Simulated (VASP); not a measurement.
# B (Fd-3m) in VASP: further runs

Runs on B. Level: r2SCAN. Tasks: single point.

Program: VASP 6.6.1. These are calculated values, not measurements. Logs are shortened: lines on timing, memory, paths and dates and some standing lists are left out, and cuts for length are marked.

### Step 1. The cell of the first run

It takes space group Fd-3m (No. 227, cubic). The conventional cell has a = 4.054 Å, b = 4.054 Å, c = 4.054 Å, α = 90.00°, β = 90.00°, γ = 90.00°. Within 2.3 Å of B (site symmetry -43m) lie 4 B at 1.76 Å.

### Step 2. Single point, r2SCAN

File POSCAR:

```
B
1.0
    0.0000000000      2.0271810083      2.0271810083
    2.0271810083      0.0000000000      2.0271810083
    2.0271810083      2.0271810083      0.0000000000
B
2
Direct
    0.1250000000      0.1250000000      0.1250000000
    0.8750000000      0.8750000000      0.8750000000
```

File INCAR.step1:

```
SYSTEM = B
PREC     = Accurate       ! precision mode
ENCUT    = 550            ! plane-wave cutoff, eV
ISMEAR   = -1             ! smearing method
SIGMA    = 0.1            ! smearing width, eV
LREAL    = .FALSE.        ! projectors in reciprocal space
LASPH    = .TRUE.         ! aspherical terms in the spheres
NELM     = 120            ! most SCF steps
NBANDS   = 10             ! bands
GGA      = PE             ! functional
ALGO     = Normal         ! electronic algorithm
EDIFF    = 1E-5           ! SCF threshold, eV
LWAVE    = .TRUE.         ! write WAVECAR
LCHARG   = .FALSE.        ! write CHGCAR
GGA_COMPAT= .FALSE.
```

File INCAR.step2:

```
SYSTEM = B
PREC     = Accurate       ! precision mode
ENCUT    = 550            ! plane-wave cutoff, eV
EDIFF    = 1E-6           ! SCF threshold, eV
ISMEAR   = -1             ! smearing method
SIGMA    = 0.1            ! smearing width, eV
LREAL    = .FALSE.        ! projectors in reciprocal space
LASPH    = .TRUE.         ! aspherical terms in the spheres
NELM     = 120            ! most SCF steps
ALGO     = Normal         ! electronic algorithm
ISIF     = 2              ! what is computed and relaxed
LWAVE    = .FALSE.        ! write WAVECAR
LCHARG   = .FALSE.        ! write CHGCAR
METAGGA  = R2SCAN         ! meta-GGA
LMIXTAU  = .TRUE.       
NBANDS   = 10             ! bands
ISTART   = 1            
GGA_COMPAT= .FALSE.
```

File KPOINTS:

```
regular mesh
0
G
  7 7 7
  0 0 0
```

Potentials or basis: VASP PAW PBE potentials, release 64 (B).

Launch:

```sh
$ cat potpaw_PBE.64/B/POTCAR > POTCAR
$ cp INCAR.step1 INCAR
$ mpirun -np 1 vasp_std > vasp.out
$ cp INCAR.step2 INCAR
$ mpirun -np 1 vasp_std > vasp.out
```

OUTCAR:

```text
SYSTEM = B
   PREC = Accurate
   ENCUT = 550
   EDIFF = 1E-6
   ISMEAR = -1
   LREAL = .FALSE.
   LASPH = .TRUE.
   NELM = 120
   ISIF = 2
   METAGGA = R2SCAN
   ISTART = 1

 ion  position               nearest neighbor table
   1  0.125  0.125  0.125-   2 1.76   2 1.76   2 1.76   2 1.76
   2  0.875  0.875  0.875-   1 1.76   1 1.76   1 1.76   1 1.76

  LATTYP: Found a face centered cubic cell.
 ALAT       =     4.0543620166

  Lattice vectors:

 A1 = (   0.0000000000,   2.0271810083,   2.0271810083)
 A2 = (   2.0271810083,   0.0000000000,   2.0271810083)
 A3 = (   2.0271810083,   2.0271810083,   0.0000000000)

Analysis of symmetry for initial positions (statically):
=====================================================================
 Subroutine PRICEL returns:
 Original cell was already a primitive cell.

 Routine SETGRP: Setting up the symmetry group for a
 face centered cubic supercell.

 Subroutine GETGRP returns: Found 48 space group operations
 (whereof 12 operations were pure point group operations)
 out of a pool of 48 trial point group operations.

The static configuration has the point symmetry D_3d.
 The point group associated with its full space group is O_h .

Analysis of symmetry for dynamics (positions and initial velocities):
=====================================================================
 Subroutine PRICEL returns:
 Original cell was already a primitive cell.

 Routine SETGRP: Setting up the symmetry group for a
 face centered cubic supercell.

 Subroutine GETGRP returns: Found 48 space group operations
 (whereof 12 operations were pure point group operations)
 out of a pool of 48 trial point group operations.

The dynamic configuration has the point symmetry D_3d.
 The point group associated with its full space group is O_h .

 Subroutine INISYM returns: Found 48 space group operations
 (whereof 12 operations are pure point group operations),
 and found     1 'primitive' translations

----------------------------------------------------------------------------------------

                                     Primitive cell

  volume of cell :      16.6613

  direct lattice vectors                    reciprocal lattice vectors
     0.000000000  2.027181008  2.027181008    -0.246647930  0.246647930  0.246647930
     2.027181008  0.000000000  2.027181008     0.246647930 -0.246647930  0.246647930
[... 78 lines left out ...]
   ENCUT  =  550.0 eV  40.42 Ry    6.36 a.u.   5.48  5.48  5.48*2*pi/ulx,y,z
   NELM   =    120;   NELMIN=  2; NELMDL=  0     # of ELM steps
   EDIFF  = 0.1E-05   stopping-criterion for ELM
   LREAL  =      F    real-space projection
[... 7 lines left out ...]
   TEBEG  =    0.0;   TEEND  =   0.0 temperature during run
   PSTRESS=    0.0 pullay stress
   NELECT =       6.0000    total number of electrons
   NUPDOWN=      -1.0000    fix difference up-down
   EMIN   =  10.00;   EMAX   =-10.00  energy-range for DOS
   EFERMI =   0.00;   METHOD = LEGACY
   ISMEAR =    -1;   SIGMA  =   0.10  broadening in eV -4-tet -1-fermi 0-gaus
   EFERMI_NEDOS =   21; number of points for ismear=-14 and -15
   IALGO  =     38    algorithm
   IMIX   =      4    mixing-type and parameters
     AMIX     =   0.40;   BMIX     =  1.00
     AMIX_MAG =   1.60;   BMIX_MAG =  1.00
  volume/ion in A,a.u.               =       8.33        56.22
  Fermi-wavevector in a.u.,A,eV,Ry     =   1.164723  2.201008 18.457393  1.356580
  Thomas-Fermi vector in A             =   2.301258
   LORBIT       =      0    0 simple, 1 ext, 2 COOP (PROOUT), +10 PAW based schemes
   METAGGA = R2SCAN    functional components
   LHFCALC =     F    Hartree Fock is set to
   AEXX    =    0.0000 exact exchange contribution
   IVDW    =     0    specifies the selected vdW correction
   LEPSILON=     F    determine dielectric tensor
   LRPA    =     F    only Hartree local field effects (RPA)
 non-spin polarized calculation
  energy-cutoff  :      550.00
  volume of cell :       16.66
 maximum number of plane-waves:       531
 NGX is ok and might be reduce to    24
   NGX = 11   NGY = 11   NGZ = 11

 number of electron       6.0000000 magnetization

 Free energy of the ion-electron system (eV)
  ---------------------------------------------------
  ext. energy  EPLUGINS =         0.00000000
  ---------------------------------------------------
  free energy    TOTEN  =       -12.68545704 eV

  energy without entropy =      -12.63942314  energy(sigma->0) =      -12.66244009

 E-fermi :   3.6609     XC(G=0): -11.8693

 val. band max:        3.6137462177   @ k =  -0.2857   0.1429   0.0000
 cond. band min:       3.7579899186   @ k =  -0.4286   0.1429   0.0000
 fundamental gap:      0.1442437009
 Fermi energy:         3.6608860066

 k-point     1 :       0.0000    0.0000    0.0000
  band No.  band energies     occupation
      1     -10.0090      2.00000
      2       8.0484      0.00000
      3       8.0484      0.00000
      4       8.0484      0.00000
      5      12.3255      0.00000
      6      12.3255      0.00000
      7      12.3255      0.00000
      8      21.1642      0.00000
      9      23.8278      0.00000
     10      27.5264      0.00000
[... 235 lines left out ...]
 k-point    20 :      -0.2857    0.4286    0.1429
  band No.  band energies     occupation
      1      -2.7449      2.00000
      2      -1.4641      2.00000
      3      -0.2660      2.00000
      4       2.0443      2.00000
      5      14.2144      0.00000
      6      17.3172      0.00000
      7      19.2556      0.00000
      8      19.9181      0.00000
      9      24.2930      0.00000
     10      27.4966      0.00000

------------------------ aborting loop because EDIFF is reached ----------------------------------------

  FORCE on cell =-STRESS in cart. coord.  units (eV):
  Direction    XX          YY          ZZ          XY          YZ          ZX
  --------------------------------------------------------------------------------------
  -------------------------------------------------------------------------------------
  Total       -0.0096402     -0.0096402     -0.0096402     -0.0000000     -0.0000000     -0.0000000
  in kB       -0.9270205     -0.9270205     -0.9270205     -0.0000000     -0.0000000     -0.0000000
  external PRESSURE =      -0.9270205 kB  Pullay stress =       0.0000000 kB

 VOLUME and BASIS-vectors are now :
 -----------------------------------------------------------------------------
  energy-cutoff  :      550.00
  volume of cell :       16.66
      direct lattice vectors                 reciprocal lattice vectors
     0.000000000  2.027181008  2.027181008    -0.246647930  0.246647930  0.246647930
     2.027181008  0.000000000  2.027181008     0.246647930 -0.246647930  0.246647930
     2.027181008  2.027181008  0.000000000     0.246647930  0.246647930 -0.246647930

 POSITION                                       TOTAL-FORCE (eV/Angst)
 -----------------------------------------------------------------------------------
      0.50680      0.50680      0.50680        -0.000000     -0.000000     -0.000000
      3.54757      3.54757      3.54757         0.000000      0.000000      0.000000
 -----------------------------------------------------------------------------------
    total drift:                                0.000000      0.000000      0.000000

  FREE ENERGIE OF THE ION-ELECTRON SYSTEM (eV)
  ---------------------------------------------------
  free  energy   TOTEN  =       -12.6854570370 eV

  energy  without entropy=      -12.6394231375  energy(sigma->0) =      -12.66244009
```

It took 24 s on 1 thread of Intel Xeon 8259CL, shared host; peak memory 0.13 GiB.

What came out:

| Quantity | Value |
| --- | --- |
| Free energy | -12.6855 eV |
| Pressure | -0.1 GPa |
| Band gap on the k mesh | zero (band 3 reaches 8.05 eV, above the bottom of band 4 at 1.72 eV) |

Levels at points of the mesh, in eV from the Fermi level:
```
           k point  band 1  band 2  band 3  band 4  band 5  band 6
(0.00, 0.00, 0.00)  -13.67    4.39    4.39    4.39    8.66    8.66
```

Caveat: the k points lie up to 0.38 Å⁻¹ apart; the PAW data sets were made with another functional, which shifts forces and pressure a little.

### Step 3. Single point, r2SCAN

File POSCAR:

```
B
1.0
    0.0000000000      2.0271810078      2.0271810078
    2.0271810078      0.0000000000      2.0271810078
    2.0271810078      2.0271810078      0.0000000000
B
2
Direct
    0.1250000000      0.1250000000      0.1250000000
    0.8750000000      0.8750000000      0.8750000000
```

File INCAR.step1:

```
SYSTEM = B
  PREC = Accurate
  ENCUT = 520
  ISMEAR = -1
  SIGMA = 0.1
  LREAL = .False.
  LASPH = .True.
  NELM = 80
  NBANDS = 10
  GGA = PE
  ALGO = Normal
  EDIFF = 1E-4
  LWAVE = .True.
  LCHARG = .False.
```

File INCAR.step2:

```
SYSTEM = B
  PREC = Accurate
  ENCUT = 520
  EDIFF = 1E-6
  ISMEAR = -1
  SIGMA = 0.1
  LREAL = .False.
  LASPH = .True.
  NELM = 80
  ALGO = Normal
  ISIF = 2
  LWAVE = .False.
  LCHARG = .True.
  METAGGA = R2SCAN
  LMIXTAU = .True.
  LELF = .True.
  LVHAR = .True.
  NBANDS = 10
  ISTART = 1
```

File KPOINTS:

```
regular mesh
0
Gamma
  13 13 13
  0 0 0
```

Potentials or basis: VASP PAW PBE potentials, release 64 (B).

Launch:

```sh
$ cat potpaw_PBE.64/B/POTCAR > POTCAR
$ cp INCAR.step1 INCAR
$ mpirun -np 1 vasp_std > vasp.out
$ cp INCAR.step2 INCAR
$ mpirun -np 1 vasp_std > vasp.out
```

OUTCAR:

```text
SYSTEM = B
   PREC = Accurate
   ENCUT = 520
   EDIFF = 1E-6
   ISMEAR = -1
   LREAL = .False.
   LASPH = .True.
   NELM = 80
   ISIF = 2
   METAGGA = R2SCAN
   ISTART = 1

 ion  position               nearest neighbor table
   1  0.125  0.125  0.125-   2 1.76   2 1.76   2 1.76   2 1.76
   2  0.875  0.875  0.875-   1 1.76   1 1.76   1 1.76   1 1.76

  LATTYP: Found a face centered cubic cell.
 ALAT       =     4.0543620156

  Lattice vectors:

[... 498 lines left out ...]

 [... further k-points ...]

------------------------ aborting loop because EDIFF is reached ----------------------------------------

  FORCE on cell =-STRESS in cart. coord.  units (eV):
  Direction    XX          YY          ZZ          XY          YZ          ZX
  --------------------------------------------------------------------------------------
  -------------------------------------------------------------------------------------
  Total        0.0018070      0.0018070      0.0018070      0.0000000      0.0000000      0.0000000
  in kB        0.1737662      0.1737662      0.1737662      0.0000000      0.0000000      0.0000000
  external PRESSURE =       0.1737662 kB  Pullay stress =       0.0000000 kB

 VOLUME and BASIS-vectors are now :
 -----------------------------------------------------------------------------
  energy-cutoff  :      520.00
  volume of cell :       16.66
      direct lattice vectors                 reciprocal lattice vectors
     0.000000000  2.027181008  2.027181008    -0.246647930  0.246647930  0.246647930
     2.027181008  0.000000000  2.027181008     0.246647930 -0.246647930  0.246647930
     2.027181008  2.027181008  0.000000000     0.246647930  0.246647930 -0.246647930

 POSITION                                       TOTAL-FORCE (eV/Angst)
 -----------------------------------------------------------------------------------
      0.50680      0.50680      0.50680         0.000000     -0.000000     -0.000000
      3.54757      3.54757      3.54757        -0.000000      0.000000      0.000000
 -----------------------------------------------------------------------------------
    total drift:                                0.000000      0.000000      0.000000

  FREE ENERGIE OF THE ION-ELECTRON SYSTEM (eV)
  ---------------------------------------------------
  free  energy   TOTEN  =       -12.7135120674 eV

  energy  without entropy=      -12.6897057194  energy(sigma->0) =      -12.70160889
```

OUTCAR.step1:

```text
SYSTEM = B
   PREC = Accurate
   ENCUT = 520
   ISMEAR = -1
   LREAL = .False.
[... 536 lines left out ...]
      0.50680      0.50680      0.50680        -0.000000     -0.000000     -0.000000
      3.54757      3.54757      3.54757         0.000000      0.000000      0.000000
 -----------------------------------------------------------------------------------
    total drift:                                0.000000      0.000000      0.000000

  FREE ENERGIE OF THE ION-ELECTRON SYSTEM (eV)
  ---------------------------------------------------
  free  energy   TOTEN  =       -11.5332144642 eV

  energy  without entropy=      -11.5071714744  energy(sigma->0) =      -11.52019297
```

OSZICAR.step1:

```text
N       E                     dE             d eps       ncg     rms          rms(c)
DAV:   1    -0.690323556082E+00   -0.69032E+00   -0.29483E+03  1680   0.526E+02
DAV:   2    -0.115420471420E+02   -0.10852E+02   -0.10037E+02  2398   0.833E+01
DAV:   3    -0.117252725287E+02   -0.18323E+00   -0.18193E+00  2070   0.840E+00
DAV:   4    -0.117254538304E+02   -0.18130E-03   -0.18129E-03  1892   0.270E-01
DAV:   5    -0.117254539129E+02   -0.82555E-07   -0.83036E-07  1928   0.653E-03    0.294E+00
DAV:   6    -0.115870939529E+02    0.13836E+00   -0.62410E-02  1826   0.150E+00    0.176E+00
DAV:   7    -0.115326970611E+02    0.54397E-01   -0.90544E-02  1952   0.180E+00    0.237E-01
DAV:   8    -0.115332035625E+02   -0.50650E-03   -0.18663E-03  1798   0.338E-01    0.274E-02
DAV:   9    -0.115332144642E+02   -0.10902E-04   -0.33319E-05  1370   0.396E-02
   1 F= -.11533214E+02 E0= -.11520193E+02  d E =-.260430E-01
```

It took 26 s on 1 thread of Intel Xeon 6975P-C (Granite Rapids), shared host; peak memory 0.14 GiB.

What came out:

```
Free energy            : -12.7135 eV
Pressure               : 0.0 GPa
Band gap on the k mesh : zero (band 3 reaches 8.05 eV, above the bottom of band 4 at 1.02 eV)
```

Caveat: the PAW data sets were made with another functional, which shifts forces and pressure a little.

[end of part 1 of 2]
